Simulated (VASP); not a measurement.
# Ca (P6_3/mmc) in VASP: further runs, part 2 of 2

VASP 6.6.1. Earlier steps stand in the parts before.

## (3) Single point, r2SCAN (41.58 Å³/atom)

This run uses another cell than the first one, of 41.58 Å³/atom.

POSCAR

```
Ca
1.0
    3.8829195599      0.0000000000      0.0000000000
   -1.9414597800      3.3627069798      0.0000000000
    0.0000000000      0.0000000000     12.7375107086
Ca
4
Direct
    0.0000000000      1.0000000000      1.0000000000
    1.0000000000      1.0000000000      0.5000000000
    0.3333333333      0.6666666667      0.2500000000
    0.6666666667      0.3333333333      0.7500000000
```

INCAR.step1

```
SYSTEM = Ca
PREC = Accurate
ENCUT = 520
ISMEAR = -1
SIGMA = 0.1
LREAL = .FALSE.
LASPH = .TRUE.
NELM = 80
NBANDS = 28
GGA = PE
ALGO = Normal
EDIFF = 1E-4
LWAVE = .TRUE.
LCHARG = .FALSE.
```

INCAR.step2

```
SYSTEM = Ca
PREC = Accurate
ENCUT = 520
EDIFF = 1E-7
ISMEAR = -1
SIGMA = 0.1
LREAL = .FALSE.
LASPH = .TRUE.
NELM = 80
ALGO = Normal
ISIF = 2
LWAVE = .FALSE.
LCHARG = .FALSE.
METAGGA = R2SCAN
LMIXTAU = .TRUE.
NBANDS = 28
ISTART = 1
```

KPOINTS

```
regular mesh
0
G
  10 10 3
  0 0 0
```

Potentials or basis: VASP PAW PBE potentials, release 64 (Ca_sv).

Started as:

```sh
$ cat potpaw_PBE.64/Ca_sv/POTCAR > POTCAR
$ cp INCAR.step1 INCAR
$ mpirun -np 1 vasp_std > vasp.out
$ cp INCAR.step2 INCAR
$ mpirun -np 1 vasp_std > vasp.out
```

OUTCAR:

```text
SYSTEM = Ca
   PREC = Accurate
   ENCUT = 520
   EDIFF = 1E-7
   ISMEAR = -1
   LREAL = .FALSE.
   LASPH = .TRUE.
   NELM = 80
   ISIF = 2
   METAGGA = R2SCAN
   ISTART = 1

 ion  position               nearest neighbor table
   1  0.000  0.000  0.000-
   2  0.000  0.000  0.500-
   3  0.333  0.667  0.250-
   4  0.667  0.333  0.750-

  LATTYP: Found a hexagonal cell.
 ALAT       =     3.8829195599
 C/A-ratio  =     3.2803952057

  Lattice vectors:

 A1 = (   3.8829195599,   0.0000000000,   0.0000000000)
 A2 = (  -1.9414597800,   3.3627069798,   0.0000000000)
 A3 = (   0.0000000000,   0.0000000000,  12.7375107086)

Analysis of symmetry for initial positions (statically):
=====================================================================
 Subroutine PRICEL returns:
 Original cell was already a primitive cell.

 Routine SETGRP: Setting up the symmetry group for a
 hexagonal supercell.

 Subroutine GETGRP returns: Found 24 space group operations
 (whereof 12 operations were pure point group operations)
 out of a pool of 24 trial point group operations.

The static configuration has the point symmetry D_3d.
 The point group associated with its full space group is D_6h.

Analysis of symmetry for dynamics (positions and initial velocities):
=====================================================================
 Subroutine PRICEL returns:
 Original cell was already a primitive cell.

 Routine SETGRP: Setting up the symmetry group for a
 hexagonal supercell.

 Subroutine GETGRP returns: Found 24 space group operations
 (whereof 12 operations were pure point group operations)
 out of a pool of 24 trial point group operations.

The dynamic configuration has the point symmetry D_3d.
 The point group associated with its full space group is D_6h.

 Subroutine INISYM returns: Found 24 space group operations
[... 116 lines left out ...]
   ISMEAR =    -1;   SIGMA  =   0.10  broadening in eV -4-tet -1-fermi 0-gaus
   EFERMI_NEDOS =   21; number of points for ismear=-14 and -15
   IALGO  =     38    algorithm
   IMIX   =      4    mixing-type and parameters
     AMIX     =   0.40;   BMIX     =  1.00
     AMIX_MAG =   1.60;   BMIX_MAG =  1.00
  volume/ion in A,a.u.               =      41.58       280.59
  Fermi-wavevector in a.u.,A,eV,Ry     =   1.018085  1.923902 14.102407  1.036498
  Thomas-Fermi vector in A             =   2.151523
   LORBIT       =      0    0 simple, 1 ext, 2 COOP (PROOUT), +10 PAW based schemes
   METAGGA = R2SCAN    functional components
   LHFCALC =     F    Hartree Fock is set to
   AEXX    =    0.0000 exact exchange contribution
   IVDW    =     0    specifies the selected vdW correction
   LEPSILON=     F    determine dielectric tensor
   LRPA    =     F    only Hartree local field effects (RPA)
 non-spin polarized calculation
  energy-cutoff  :      520.00
  volume of cell :      166.32
 maximum number of plane-waves:      4498
 NGX is ok and might be reduce to    30
   NGX = 15   NGY = 15   NGZ = 47

 number of electron      39.9999991 magnetization

 Free energy of the ion-electron system (eV)
  ---------------------------------------------------
  ext. energy  EPLUGINS =         0.00000000
  ---------------------------------------------------
  free energy    TOTEN  =       -28.16791439 eV

  energy without entropy =      -28.01608471  energy(sigma->0) =      -28.09199955

 E-fermi :   2.0942     XC(G=0):  -8.2690

 val. band max:        2.0508896966   @ k =   0.2000   0.1000   0.0000
 cond. band min:       2.1009155660   @ k =   0.3000   0.3000   0.3333
 fundamental gap:      0.0500258694
 Fermi energy:         2.0942016472

 k-point     1 :       0.0000    0.0000    0.0000
  band No.  band energies     occupation
      1     -41.6697      2.00000
      2     -41.6643      2.00000
      3     -41.6590      2.00000
      4     -41.6535      2.00000
      5     -21.8451      2.00000
      6     -21.7705      2.00000
[... 733 lines left out ...]
     27       4.0150      0.00000
     28       4.3150      0.00000

 [... further k-points ...]

------------------------ aborting loop because EDIFF is reached ----------------------------------------

  FORCE on cell =-STRESS in cart. coord.  units (eV):
  Direction    XX          YY          ZZ          XY          YZ          ZX
  --------------------------------------------------------------------------------------
  -------------------------------------------------------------------------------------
  Total        0.8302908      0.8302908      0.9486635     -0.0000000     -0.0000000     -0.0000000
  in kB        7.9985055      7.9985055      9.1388342     -0.0000000     -0.0000000     -0.0000000
  external PRESSURE =       8.3786151 kB  Pullay stress =       0.0000000 kB

 VOLUME and BASIS-vectors are now :
 -----------------------------------------------------------------------------
  energy-cutoff  :      520.00
  volume of cell :      166.32
      direct lattice vectors                 reciprocal lattice vectors
     3.882919560  0.000000000  0.000000000     0.257538171  0.148689732  0.000000000
    -1.941459780  3.362706980  0.000000000     0.000000000  0.297379464  0.000000000
     0.000000000  0.000000000 12.737510709     0.000000000  0.000000000  0.078508276

 POSITION                                       TOTAL-FORCE (eV/Angst)
 -----------------------------------------------------------------------------------
      0.00000      0.00000      0.00000         0.000000      0.000000     -0.000000
      0.00000      0.00000      6.36876         0.000000      0.000000     -0.000000
     -0.00000      2.24180      3.18438        -0.000000     -0.000000     -0.000000
      1.94146      1.12090      9.55313        -0.000000      0.000000      0.000000
 -----------------------------------------------------------------------------------
    total drift:                               -0.000000      0.000000      0.000000

  FREE ENERGIE OF THE ION-ELECTRON SYSTEM (eV)
  ---------------------------------------------------
  free  energy   TOTEN  =       -28.1679143876 eV

  energy  without entropy=      -28.0160847139  energy(sigma->0) =      -28.09199955
```

OUTCAR.step1:

```text
SYSTEM = Ca
   PREC = Accurate
   ENCUT = 520
   ISMEAR = -1
   LREAL = .FALSE.
   LASPH = .TRUE.
   NELM = 80
[... 974 lines left out ...]
      0.00000      0.00000      6.36876        -0.000000      0.000000     -0.000000
     -0.00000      2.24180      3.18438        -0.000000      0.000000      0.000000
      1.94146      1.12090      9.55313         0.000000     -0.000000     -0.000000
 -----------------------------------------------------------------------------------
    total drift:                               -0.000000      0.000000      0.000000

  FREE ENERGIE OF THE ION-ELECTRON SYSTEM (eV)
  ---------------------------------------------------
  free  energy   TOTEN  =        -7.7909918046 eV

  energy  without entropy=       -7.6232011328  energy(sigma->0) =       -7.70709647
```

Run time: 4.9 min. Hardware: 1 thread of Intel Xeon 6975P-C (Granite Rapids), shared host; peak memory 0.36 GiB.

Results:

```
Free energy            : -28.1679 eV
Pressure               : 0.8 GPa
Band gap on the k mesh : zero (bands 20 and 21 overlap by 0.51 eV)
```

Caveat: the PAW data sets were made with another functional, which shifts forces and pressure a little.

## (4) Single point, r2SCAN (43.31 Å³/atom)

This run uses another cell than the first one, of 43.31 Å³/atom.

POSCAR

```
Ca
1.0
    3.9361168493      0.0000000000      0.0000000000
   -1.9680584247      3.4087771838      0.0000000000
    0.0000000000      0.0000000000     12.9120188417
Ca
4
Direct
    0.0000000000      1.0000000000      1.0000000000
    1.0000000000      1.0000000000      0.5000000000
    0.3333333333      0.6666666667      0.2500000000
    0.6666666667      0.3333333333      0.7500000000
```

INCAR.step1

```
SYSTEM = Ca
  PREC = Accurate
  ENCUT = 520
  ISMEAR = -1
  SIGMA = 0.1
  LREAL = .False.
  LASPH = .True.
  NELM = 100
  NBANDS = 28
  GGA = PE
  ALGO = Normal
  EDIFF = 1E-4
  LWAVE = .True.
  LCHARG = .False.
```

INCAR.step2

```
SYSTEM = Ca
  PREC = Accurate
  ENCUT = 520
  EDIFF = 1E-6
  ISMEAR = -1
  SIGMA = 0.1
  LREAL = .False.
  LASPH = .True.
  NELM = 100
  ALGO = Normal
  ISIF = 2
  LWAVE = .False.
  LCHARG = .False.
  METAGGA = R2SCAN
  LMIXTAU = .True.
  NBANDS = 28
  ISTART = 1
```

KPOINTS

```
regular mesh
0
Gamma
  10 10 3
  0 0 0
```

Started as:

```sh
$ cat potpaw_PBE.64/Ca_sv/POTCAR > POTCAR
$ cp INCAR.step1 INCAR
$ mpirun -np 1 vasp_std > vasp.out
$ cp INCAR.step2 INCAR
$ mpirun -np 1 vasp_std > vasp.out
```

Wall time 4.8 min (1 thread of Intel Xeon 6975P-C (Granite Rapids), shared host); peak memory 0.36 GiB.

The run converged. Its results:

- Free energy: -28.1892 eV
- Pressure: 0.1 GPa
- Band gap on the k mesh: zero (bands 20 and 21 overlap by 0.54 eV)

Levels at points of the mesh, in eV from the Fermi level:
| k point | band 17 | band 18 | band 19 | band 20 | band 21 | band 22 | band 23 | band 24 |
| --- | --- | --- | --- | --- | --- | --- | --- | --- |
| (0.00, 0.00, 0.00) | -4.28 | -3.23 | -3.22 | -0.99 | -0.36 | 1.58 | 1.60 | 2.53 |
| (0.50, 0.00, 0.00) | -1.08 | -0.90 | -0.63 | -0.57 | -0.10 | 0.00 | 0.56 | 0.60 |

Caveat: the PAW data sets were made with another functional, which shifts forces and pressure a little.

## (5) Summary

```csv
cell,gap on the mesh (eV),pressure (GPa)
"a = 3.828, b = 3.828, c = 12.558 Å, angles 90.0, 90.0, 120.0°, 4 atoms",none,1.8
"a = 3.883, b = 3.883, c = 12.738 Å, angles 90.0, 90.0, 120.0°, 4 atoms",none,0.8
"a = 3.936, b = 3.936, c = 12.912 Å, angles 90.0, 90.0, 120.0°, 4 atoms",none,0.1
```

Alike in all rows: task single point; level r2SCAN; potentials or basis VASP PAW PBE potentials, release 64 (Ca_sv); no spin polarisation; k mesh 10 × 10 × 3; cutoff (eV) 520; smearing fermi-dirac 0.1 eV.

Caveats: the PAW data sets were made with another functional, which shifts forces and pressure a little.

Absolute energies hang on the potentials; compare differences alone.

The gap in the log of VASP goes by the Fermi energy; the results here count the filled bands.